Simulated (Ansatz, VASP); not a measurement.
## AlGa3As4 in VASP and in Ansatz

```xyz
8
Lattice="5.7300 0.0000 0.0000 0.0000 5.7300 0.0000 0.0000 0.0000 5.7300" Properties=species:S:1:pos:R:3 pbc="T T T"
Al    0.0000    0.0000    0.0000
Ga    0.0000    2.8650    2.8650
Ga    2.8650    0.0000    2.8650
Ga    2.8650    2.8650    0.0000
As    4.3012    4.3012    1.4288
As    4.3012    1.4288    4.3012
As    1.4288    4.3012    4.3012
As    1.4288    1.4288    1.4288
```

Alike in both runs: functional PBE; k mesh 4 × 4 × 4; occupations gaussian, width 0.1 eV; no spin polarisation.

Ansatz relaxed the structure, and its values are those at the end. VASP's run is a single point on that final structure, the one shown.

|  | VASP | Ansatz |
| --- | --- | --- |
| version | VASP 6.6.1 | Ansatz 0.2.0 |
| potentials or method | VASP PAW PBE potentials, release 64 (Al, Ga_d, As), cutoff 520 eV | scalar-relativistic, plane waves, PAW |
| valence electrons in the cell | 62 | 102 |

|  | VASP | Ansatz | Ansatz less VASP |
| --- | --- | --- | --- |
| gap on the k mesh at the Fermi level (eV) | 0.58 | 0.58 | -0.003 |
| least direct gap on the mesh (eV) | 0.58 | 0.58 | -0.003 |
| pressure (GPa) | 0.5 | 0.3 | -0.17 |
| rms of the force components (eV/Å) | 0.003 | 0.002 | -0.0012 |

VASP's potentials hold 62 valence electrons a cell and Ansatz's 102, so a difference there can come from the potentials and not from the codes.
